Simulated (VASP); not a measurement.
Input of a VASP 6.6.1 run:

File INCAR:

```
SYSTEM = BN
  PREC = Accurate
  ENCUT = 600
  EDIFF = 1E-6
  ISMEAR = 0
  SIGMA = 0.05
  LREAL = .False.
  LASPH = .True.
  NELM = 120
  ALGO = Normal
  ISIF = 2
  LWAVE = .False.
  LCHARG = .True.
  GGA = PE
  LELF = .True.
  LVHAR = .True.
  NBANDS = 11
  GGA_COMPAT = .False.
```

KPOINTS

```
Automatic mesh
0
Gamma
  12 12 12
  0 0 0
```

The input POSCAR:

```
BN
1.0
    0.0000000000      1.8123485119      1.9074968088
    1.8123485119      0.0000000000      1.9074968088
    1.8123485119      1.8123485119      0.0000000000
B N
1 1
Direct
    0.0000000000      0.0000000000      0.0000000000
    0.7500000000      0.7500000000      0.7500000000
```

Potentials or basis: VASP PAW PBE potentials, release 64 (B, N).

Launch:

```sh
$ cat potpaw_PBE.64/B/POTCAR potpaw_PBE.64/N/POTCAR > POTCAR
$ mpirun -np 1 vasp_std > vasp.out
```

Question: Predict the pressure.

Answer: -17.4 GPa.

Question: Predict the band gap on the k mesh.

Answer: 3.96 eV (least direct gap 8.26 eV).

Stress tensor (GPa, compression positive):
```
 -6.84   0.00   0.00
  0.00  -6.84   0.00
  0.00   0.00 -38.66
```

Caveat: the stress differs along the axes, from -39 to -7 GPa. A k mesh can miss the band edges.
